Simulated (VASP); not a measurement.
# Al2Cu (I4/mcm) in VASP: notebook

Runs on Al2Cu. Level: PBE. Tasks: single point.

Program: VASP 6.6.1. These are calculated values, not measurements. Logs are shortened: lines on timing, memory, paths and dates and some standing lists are left out, and cuts for length are marked.

**1. The cell of the first run**

Symmetry: I4/mcm, No. 140, tetragonal system. The conventional cell has a = 6.026 Å, b = 6.026 Å, c = 4.981 Å, α = 90.00°, β = 90.00°, γ = 90.00°. Al (site symmetry m2m) has 4 Cu at 2.59 Å and 11 Al at 2.72 to 3.20 Å within 3.4 Å. Within 3.3 Å of Cu (site symmetry 422) lie 2 Cu at 2.49 Å and 8 Al at 2.59 Å.

**2. Single point, PBE (uniaxial strain along c: +2.0 %, then relaxed in part)**

Input file INCAR:

```
  PREC = Accurate
  ENCUT = 520
  EDIFF = 1E-6
  ISMEAR = 0
  SIGMA = 0.1
  LREAL = F
  LASPH = T
  NELM = 100
  ALGO = Fast
  ISIF = 2
  LWAVE = F
  LCHARG = F
  GGA = PE
  NBANDS = 46
```

Input file KPOINTS:

```
Automatic mesh
0
Gamma
  6 6 8
```

Input file POSCAR:

```
Al2Cu
1.0
    6.0259957793      0.0000000000      0.0000000000
    0.0000000000      6.0259957793      0.0000000000
    0.0000000000      0.0000000000      4.9805430665
Al Cu
8 4
Direct
    0.1595862552      0.3404137448      0.0000000000
    0.1595862552      0.6595862552      0.5000000000
    0.8404137448      0.3404137448      0.5000000000
    0.8404137448      0.6595862552      0.0000000000
    0.6595862552      0.8404137448      0.5000000000
    0.6595862552      0.1595862552      0.0000000000
    0.3404137448      0.8404137448      0.0000000000
    0.3404137448      0.1595862552      0.5000000000
    0.0000000000      0.0000000000      0.7500000000
    0.0000000000      0.0000000000      0.2500000000
    0.5000000000      0.5000000000      0.2500000000
    0.5000000000      0.5000000000      0.7500000000
```

Potentials or basis: VASP PAW PBE potentials, release 64 (Al, Cu).

Launch:

```sh
$ cat potpaw_PBE.64/Al/POTCAR potpaw_PBE.64/Cu/POTCAR > POTCAR
$ mpirun -np 1 vasp_std > vasp.out
```

OUTCAR:

```text
PREC = Accurate
   ENCUT = 520
   EDIFF = 1E-6
   ISMEAR = 0
   LREAL = F
   LASPH = T
   NELM = 100
   ISIF = 2
   GGA = PE

 ion  position               nearest neighbor table
   1  0.160  0.340  0.000-   9 2.59  10 2.59  11 2.59  12 2.59   4 2.72   8 2.93   8 2.93   3 3.15
                             2 3.15   3 3.15   2 3.15   6 3.20   7 3.20   7 3.20   6 3.20
   2  0.160  0.660  0.500-   9 2.59  10 2.59  11 2.59  12 2.59   3 2.72   7 2.93   7 2.93   1 3.15
                             1 3.15   4 3.15   4 3.15   8 3.20   5 3.20   8 3.20   5 3.20
   3  0.840  0.340  0.500-   9 2.59  10 2.59  11 2.59  12 2.59   2 2.72   6 2.93   6 2.93   1 3.15
                             1 3.15   4 3.15   4 3.15   8 3.20   5 3.20   5 3.20   8 3.20
   4  0.840  0.660  0.000-   9 2.59  10 2.59  11 2.59  12 2.59   1 2.72   5 2.93   5 2.93   2 3.15
                             2 3.15   3 3.15   3 3.15   7 3.20   6 3.20   6 3.20   7 3.20
   5  0.660  0.840  0.500-   9 2.59  10 2.59  11 2.59  12 2.59   8 2.72   4 2.93   4 2.93   6 3.15
                             7 3.15   6 3.15   7 3.15   3 3.20   2 3.20   3 3.20   2 3.20
   6  0.660  0.160  0.000-   9 2.59  10 2.59  11 2.59  12 2.59   7 2.72   3 2.93   3 2.93   8 3.15
                             5 3.15   5 3.15   8 3.15   1 3.20   4 3.20   4 3.20   1 3.20
   7  0.340  0.840  0.000-   9 2.59  10 2.59  11 2.59  12 2.59   6 2.72   2 2.93   2 2.93   8 3.15
                             5 3.15   5 3.15   8 3.15   1 3.20   4 3.20   1 3.20   4 3.20
   8  0.340  0.160  0.500-   9 2.59  10 2.59  11 2.59  12 2.59   5 2.72   1 2.93   1 2.93   7 3.15
                             6 3.15   6 3.15   7 3.15   2 3.20   3 3.20   2 3.20   3 3.20
   9  0.000  0.000  0.750-  10 2.49  10 2.49   3 2.59   4 2.59   5 2.59   6 2.59   7 2.59   8 2.59
                             1 2.59   2 2.59
  10  0.000  0.000  0.250-   9 2.49   9 2.49   3 2.59   4 2.59   5 2.59   6 2.59   7 2.59   8 2.59
                             1 2.59   2 2.59
  11  0.500  0.500  0.250-  12 2.49  12 2.49   3 2.59   4 2.59   5 2.59   6 2.59   7 2.59   8 2.59
                             1 2.59   2 2.59
  12  0.500  0.500  0.750-  11 2.49  11 2.49   3 2.59   4 2.59   5 2.59   6 2.59   7 2.59   8 2.59
                             1 2.59   2 2.59

  LATTYP: Found a simple tetragonal cell.
 ALAT       =     6.0259957793
 C/A-ratio  =     0.8265095511

  Lattice vectors:

 A1 = (   6.0259957793,   0.0000000000,   0.0000000000)
 A2 = (   0.0000000000,   6.0259957793,   0.0000000000)
 A3 = (   0.0000000000,   0.0000000000,   4.9805430665)

Analysis of symmetry for initial positions (statically):
=====================================================================
 Subroutine PRICEL returns following result:

  LATTYP: Found a body centered tetragonal cell.
 ALAT       =     6.0259957793
 C/A-ratio  =     0.8265095511

  Lattice vectors:

 A1 = (  -3.0129978896,  -3.0129978897,  -2.4902715332)
 A2 = (   3.0129978896,   3.0129978897,  -2.4902715333)
[... 168 lines left out ...]
  Fermi-wavevector in a.u.,A,eV,Ry     =   1.181589  2.232879 18.995801  1.396152
  Thomas-Fermi vector in A             =   2.317859
   LORBIT       =      0    0 simple, 1 ext, 2 COOP (PROOUT), +10 PAW based schemes
   GGA     = PE    functional components
   LHFCALC =     F    Hartree Fock is set to
   AEXX    =    0.0000 exact exchange contribution
   IVDW    =     0    specifies the selected vdW correction
   LEPSILON=     F    determine dielectric tensor
   LRPA    =     F    only Hartree local field effects (RPA)
 non-spin polarized calculation
 RMM-DIIS sequential band-by-band and
 Gauss-broadening in eV      SIGMA  =   0.10
  energy-cutoff  :      520.00
  volume of cell :      180.86
 maximum number of plane-waves:      4888
 NGX is ok and might be reduce to    48
   NGX = 23   NGY = 23   NGZ = 19

 number of electron      68.0000060 magnetization

 Free energy of the ion-electron system (eV)
  ---------------------------------------------------
  ext. energy  EPLUGINS =         0.00000000
  ---------------------------------------------------
  free energy    TOTEN  =       -46.73679525 eV

  energy without entropy =      -46.71800895  energy(sigma->0) =      -46.72740210

 E-fermi :   7.8280     XC(G=0): -10.8092

 val. band max:        7.7808824610   @ k =   0.1667   0.1667   0.5000
 cond. band min:       7.8296367197   @ k =   0.5000   0.0000   0.0000
 fundamental gap:      0.0487542587
 Fermi energy:         7.8280220779

 k-point     1 :       0.0000    0.0000    0.0000
  band No.  band energies     occupation
      1      -2.8184      2.00000
      2       1.0311      2.00000
      3       1.0476      2.00000
      4       1.1775      2.00000
      5       1.1775      2.00000
      6       2.4828      2.00000
[... 1165 lines left out ...]
     45      11.9369      0.00000
     46      11.9369      0.00000

 [... further k-points ...]

------------------------ aborting loop because EDIFF is reached ----------------------------------------

  FORCE on cell =-STRESS in cart. coord.  units (eV):
  Direction    XX          YY          ZZ          XY          YZ          ZX
  --------------------------------------------------------------------------------------
  -------------------------------------------------------------------------------------
  Total        0.4025224      0.4025224     -2.8452036      0.0000000      0.0000000      0.0000000
  in kB        3.5658767      3.5658767    -25.2051674      0.0000000      0.0000000      0.0000000
  external PRESSURE =      -6.0244714 kB  Pullay stress =       0.0000000 kB

 VOLUME and BASIS-vectors are now :
 -----------------------------------------------------------------------------
  energy-cutoff  :      520.00
  volume of cell :      180.86
      direct lattice vectors                 reciprocal lattice vectors
     6.025995779  0.000000000  0.000000000     0.165947677  0.000000000  0.000000000
     0.000000000  6.025995779  0.000000000     0.000000000  0.165947677  0.000000000
     0.000000000  0.000000000  4.980543067     0.000000000  0.000000000  0.200781318

 POSITION                                       TOTAL-FORCE (eV/Angst)
 -----------------------------------------------------------------------------------
      0.96167      2.05133      0.00000        -0.001653      0.001653      0.000000
      0.96167      3.97466      2.49027        -0.001653     -0.001653     -0.000000
      5.06433      2.05133      2.49027         0.001653      0.001653      0.000000
      5.06433      3.97466      0.00000         0.001653     -0.001653     -0.000000
      3.97466      5.06433      2.49027        -0.001653      0.001653     -0.000000
      3.97466      0.96167      0.00000        -0.001653     -0.001653      0.000000
      2.05133      5.06433      0.00000         0.001653      0.001653      0.000000
      2.05133      0.96167      2.49027         0.001653     -0.001653      0.000000
      0.00000      0.00000      3.73541         0.000000     -0.000000     -0.000000
      0.00000      0.00000      1.24514        -0.000000      0.000000     -0.000000
      3.01300      3.01300      1.24514         0.000000     -0.000000     -0.000000
      3.01300      3.01300      3.73541        -0.000000     -0.000000     -0.000000
 -----------------------------------------------------------------------------------
    total drift:                               -0.000000     -0.000000     -0.000000

  FREE ENERGIE OF THE ION-ELECTRON SYSTEM (eV)
  ---------------------------------------------------
  free  energy   TOTEN  =       -46.7367952468 eV

  energy  without entropy=      -46.7180089492  energy(sigma->0) =      -46.72740210
```

OSZICAR:

```text
N       E                     dE             d eps       ncg     rms          rms(c)
DAV:   1     0.456809625528E+03    0.45681E+03   -0.26485E+04  4600   0.164E+03
DAV:   2    -0.127400368633E+02   -0.46955E+03   -0.45231E+03  4600   0.354E+02
DAV:   3    -0.541685415225E+02   -0.41429E+02   -0.38404E+02  5618   0.134E+02
DAV:   4    -0.560362331587E+02   -0.18677E+01   -0.18397E+01  7338   0.298E+01
DAV:   5    -0.560602506280E+02   -0.24017E-01   -0.23989E-01  7216   0.412E+00    0.304E+01
RMM:   6    -0.665661277545E+02   -0.10506E+02   -0.24882E+02  5478   0.164E+02    0.269E+01
RMM:   7    -0.473889224111E+02    0.19177E+02   -0.80718E+01  4687   0.979E+01    0.508E+00
RMM:   8    -0.468753730069E+02    0.51355E+00   -0.49478E+00  4934   0.241E+01    0.180E+00
RMM:   9    -0.467652563315E+02    0.11012E+00   -0.11757E+00  5135   0.374E+00    0.150E+00
RMM:  10    -0.467541765621E+02    0.11080E-01   -0.42747E-01  5317   0.689E+00    0.877E-01
RMM:  11    -0.467362776600E+02    0.17899E-01   -0.55027E-02  5326   0.231E+00    0.308E-01
RMM:  12    -0.467366672202E+02   -0.38956E-03   -0.16001E-02  5521   0.104E+00    0.106E-01
RMM:  13    -0.467368603095E+02   -0.19309E-03   -0.84596E-03  6168   0.635E-01    0.664E-02
RMM:  14    -0.467369318147E+02   -0.71505E-04   -0.16298E-03  6157   0.258E-01    0.102E-01
RMM:  15    -0.467367618888E+02    0.16993E-03   -0.94149E-04  5567   0.228E-01    0.117E-02
RMM:  16    -0.467367888181E+02   -0.26929E-04   -0.33463E-04  6458   0.997E-02    0.113E-02
RMM:  17    -0.467367957629E+02   -0.69448E-05   -0.46276E-05  6400   0.330E-02    0.180E-02
RMM:  18    -0.467367952468E+02    0.51608E-06   -0.56221E-06  4503   0.198E-02
   1 F= -.46736795E+02 E0= -.46727402E+02  d E =-.187863E-01
```

stdout:

```text
POSCAR found type information on POSCAR AlCu
 POSCAR found :  2 types and      12 ions
 scaLAPACK will be used
 LDA part: xc-table for (Slater+PW92), standard interpolation
 POSCAR, INCAR and KPOINTS ok, starting setup
 FFT: planning ... GRIDC
 FFT: planning ... GRID_SOFT
 FFT: planning ... GRID
 WAVECAR not read
 entering main loop
```

Wall time 9.3 min (1 thread of Oxide Virtual Turin-like, shared host); peak memory 0.45 GiB.

What came out:

```yaml
Free_energy: -46.7368 eV
Pressure: -0.6 GPa
Band_gap_on_the_k_mesh: zero (band 34 reaches 8.98 eV, above the bottom of band 35 at 7.01 eV)
```

Forces on the atoms (eV/Å):
```
Al  -0.002  0.002  0.000
Al  -0.002 -0.002  0.000
Al   0.002  0.002  0.000
Al   0.002 -0.002  0.000
Al  -0.002  0.002  0.000
Al  -0.002 -0.002  0.000
Al   0.002  0.002  0.000
Al   0.002 -0.002  0.000
Cu   0.000  0.000  0.000
Cu   0.000  0.000  0.000
Cu   0.000  0.000  0.000
Cu   0.000  0.000  0.000
```

Stress tensor (GPa, compression positive):
```
 0.36  0.00  0.00
 0.00  0.36  0.00
 0.00  0.00 -2.52
```

Levels at points of the mesh, in eV from the Fermi level:
```csv
k point,band 31,band 32,band 33,band 34,band 35,band 36,band 37,band 38
"(0.00, 0.00, 0.00)",-1.48,-1.24,-1.24,-0.85,-0.41,0.13,1.25,1.25
"(0.50, 0.00, 0.00)",-1.19,-1.19,0.00,0.00,0.23,0.23,1.43,1.43
"(0.50, 0.50, 0.00)",-1.27,-1.27,-0.92,-0.92,-0.82,-0.82,0.95,0.95
"(0.00, 0.00, 0.50)",-0.68,-0.68,-0.68,-0.68,-0.63,-0.63,0.27,0.27
"(0.50, 0.00, 0.50)",-2.56,-2.56,0.32,0.32,0.32,0.32,3.99,3.99
"(0.50, 0.50, 0.50)",0.53,0.53,0.83,0.83,0.83,0.83,1.99,1.99
```

Caveat: the cell differs from its parent crystal (uniaxial strain along c: +2.0 %, then relaxed in part).

**3. Single point, PBE (uniaxial strain along c: +3.0 %, then relaxed in part)**

Input file INCAR:

```
SYSTEM = Al2Cu
PREC = Accurate
ENCUT = 520
EDIFF = 1E-7
ISMEAR = 0
SIGMA = 0.1
LREAL = .FALSE.
LASPH = .TRUE.
NELM = 80
ALGO = Fast
ISIF = 2
LWAVE = .FALSE.
LCHARG = .FALSE.
GGA = PE
NBANDS = 46
```

Input file KPOINTS:

```
Automatic mesh
0
G
  6 6 8
  0 0 0
```

Input file POSCAR:

```
Al2Cu
1.0
    6.0094497952      0.0000000000      0.0000000000
    0.0000000000      6.0094497952      0.0000000000
    0.0000000000      0.0000000000      5.0293719201
Al Cu
8 4
Direct
    0.1604105039      0.3395894961      0.0000000000
    0.1604105039      0.6604105039      0.5000000000
    0.8395894961      0.3395894961      0.5000000000
    0.8395894961      0.6604105039      0.0000000000
    0.6604105039      0.8395894961      0.5000000000
    0.6604105039      0.1604105039      0.0000000000
    0.3395894961      0.8395894961      0.0000000000
    0.3395894961      0.1604105039      0.5000000000
    0.0000000000      0.0000000000      0.7500000000
    0.0000000000      0.0000000000      0.2500000000
    0.5000000000      0.5000000000      0.2500000000
    0.5000000000      0.5000000000      0.7500000000
```

Potentials or basis: VASP PAW PBE potentials, release 64 (Al, Cu).

Launch:

```sh
$ cat potpaw_PBE.64/Al/POTCAR potpaw_PBE.64/Cu/POTCAR > POTCAR
$ mpirun -np 1 vasp_std > vasp.out
```

It took 12 min on 1 thread of Oxide Virtual Turin-like, shared host; peak memory 0.45 GiB.

It converged, with:

| Property | Result |
| --- | --- |
| Free energy | -46.7006 eV |
| Pressure | -1.2 GPa |
| Largest force | 0.003 eV/Å |
| Band gap on the k mesh | zero (band 34 reaches 8.95 eV, above the bottom of band 35 at 6.95 eV) |

Forces in eV/Å, atoms in the order of the input:
```
Al  -0.002  0.002  0.000
Al  -0.002 -0.002  0.000
Al   0.002  0.002  0.000
Al   0.002 -0.002  0.000
Al  -0.002  0.002  0.000
Al  -0.002 -0.002  0.000
Al   0.002  0.002  0.000
Al   0.002 -0.002  0.000
Cu   0.000  0.000  0.000
Cu   0.000  0.000  0.000
Cu   0.000  0.000  0.000
Cu   0.000  0.000  0.000
```

Stress tensor (GPa, compression positive):
```
 0.10  0.00  0.00
 0.00  0.10  0.00
 0.00  0.00 -3.70
```

Levels at points of the mesh, in eV from the Fermi level:
| k point | band 32 | band 33 | band 34 | band 35 | band 36 | band 37 |
| --- | --- | --- | --- | --- | --- | --- |
| (0.00, 0.00, 0.00) | -1.28 | -1.28 | -0.90 | -0.40 | 0.16 | 1.16 |
| (0.50, 0.00, 0.00) | -1.12 | -0.03 | -0.03 | 0.16 | 0.16 | 1.39 |
| (0.50, 0.50, 0.00) | -1.21 | -0.90 | -0.90 | -0.84 | -0.84 | 1.02 |
| (0.00, 0.00, 0.50) | -0.66 | -0.66 | -0.66 | -0.56 | -0.56 | 0.30 |
| (0.50, 0.00, 0.50) | -2.56 | 0.35 | 0.35 | 0.35 | 0.35 | 3.81 |
| (0.50, 0.50, 0.50) | 0.58 | 0.85 | 0.85 | 0.85 | 0.85 | 2.04 |

Caveat: the cell differs from its parent crystal (uniaxial strain along c: +3.0 %, then relaxed in part).

**4. Single point, PBE (uniaxial strain along c: +3.0 %)**

Input file INCAR:

```
PREC = Accurate
ENCUT = 520
EDIFF = 1E-7
ISMEAR = 0
SIGMA = 0.1
LREAL = False
LASPH = True
NELM = 100
ALGO = Fast
ISIF = 2
LWAVE = False
LCHARG = False
GGA = PE
NBANDS = 46
```

Input file KPOINTS:

```
regular mesh
0
Gamma
  6 6 8
```

Input file POSCAR:

```
Al2Cu
1.0
    6.0070930621      0.0000000000      0.0000000000
    0.0000000000      6.0070930621      0.0000000000
    0.0000000000      0.0000000000      5.0293719201
Al Cu
8 4
Direct
    0.1595862552      0.3404137448      0.0000000000
    0.1595862552      0.6595862552      0.5000000000
    0.8404137448      0.3404137448      0.5000000000
    0.8404137448      0.6595862552      0.0000000000
    0.6595862552      0.8404137448      0.5000000000
    0.6595862552      0.1595862552      0.0000000000
    0.3404137448      0.8404137448      0.0000000000
    0.3404137448      0.1595862552      0.5000000000
    0.0000000000      0.0000000000      0.7500000000
    0.0000000000      0.0000000000      0.2500000000
    0.5000000000      0.5000000000      0.2500000000
    0.5000000000      0.5000000000      0.7500000000
```

Launch:

```sh
$ cat potpaw_PBE.64/Al/POTCAR potpaw_PBE.64/Cu/POTCAR > POTCAR
$ mpirun -np 1 vasp_std > vasp.out
```

Run time: 18 min. Hardware: 1 thread of Oxide Virtual Turin-like, shared host; peak memory 0.45 GiB.

It converged, with:

```
Free energy            : -46.6992 eV
Pressure               : -1.1 GPa
Largest force          : 0.046 eV/Å
Band gap on the k mesh : zero (band 34 reaches 8.95 eV, above the bottom of band 35 at 6.94 eV)
```

Forces in eV/Å, atoms in the order of the input:
```
Al   0.032 -0.032  0.000
Al   0.032  0.032  0.000
Al  -0.032 -0.032  0.000
Al  -0.032  0.032  0.000
Al   0.032 -0.032  0.000
Al   0.032  0.032  0.000
Al  -0.032 -0.032  0.000
Al  -0.032  0.032  0.000
Cu   0.000  0.000  0.000
Cu   0.000  0.000  0.000
Cu   0.000  0.000  0.000
Cu   0.000  0.000  0.000
```

Stress tensor (GPa, compression positive):
```
 0.32  0.00  0.00
 0.00  0.32  0.00
 0.00  0.00 -3.79
```

Levels at points of the mesh, in eV from the Fermi level:
| k point | band 31 | band 32 | band 33 | band 34 | band 35 | band 36 | band 37 | band 38 |
| --- | --- | --- | --- | --- | --- | --- | --- | --- |
| (0.00, 0.00, 0.00) | -1.55 | -1.26 | -1.26 | -0.92 | -0.39 | 0.13 | 1.17 | 1.17 |
| (0.50, 0.00, 0.00) | -1.12 | -1.12 | -0.01 | -0.01 | 0.15 | 0.15 | 1.38 | 1.38 |
| (0.50, 0.50, 0.00) | -1.19 | -1.19 | -0.89 | -0.89 | -0.85 | -0.85 | 1.02 | 1.02 |
| (0.00, 0.00, 0.50) | -0.65 | -0.65 | -0.65 | -0.65 | -0.59 | -0.59 | 0.32 | 0.32 |
| (0.50, 0.00, 0.50) | -2.55 | -2.55 | 0.35 | 0.35 | 0.35 | 0.35 | 3.81 | 3.81 |
| (0.50, 0.50, 0.50) | 0.57 | 0.57 | 0.87 | 0.87 | 0.87 | 0.87 | 2.04 | 2.04 |

Caveat: the cell differs from its parent crystal (uniaxial strain along c: +3.0 %).

**5. Overview**

| cell | further INCAR settings | gap on the mesh (eV) | pressure (GPa) |
| --- | --- | --- | --- |
| a = 6.026, b = 6.026, c = 4.981 Å, 12 atoms | ALGO = Fast; EDIFF = 1e-06; NBANDS = 46 | none | -0.6 |
| a = 6.009, b = 6.009, c = 5.029 Å, 12 atoms | ALGO = Fast; EDIFF = 1e-07; NBANDS = 46 | none | -1.2 |
| a = 6.007, b = 6.007, c = 5.029 Å, 12 atoms | ALGO = Fast; EDIFF = 1e-07; NBANDS = 46 | none | -1.1 |

Alike in all rows: task single point; level PBE; potentials or basis VASP PAW PBE potentials, release 64 (Al, Cu); no spin polarisation; k mesh 6 × 6 × 8; cutoff (eV) 520; smearing gaussian 0.1 eV.

Absolute energies hang on the potentials; compare differences alone.
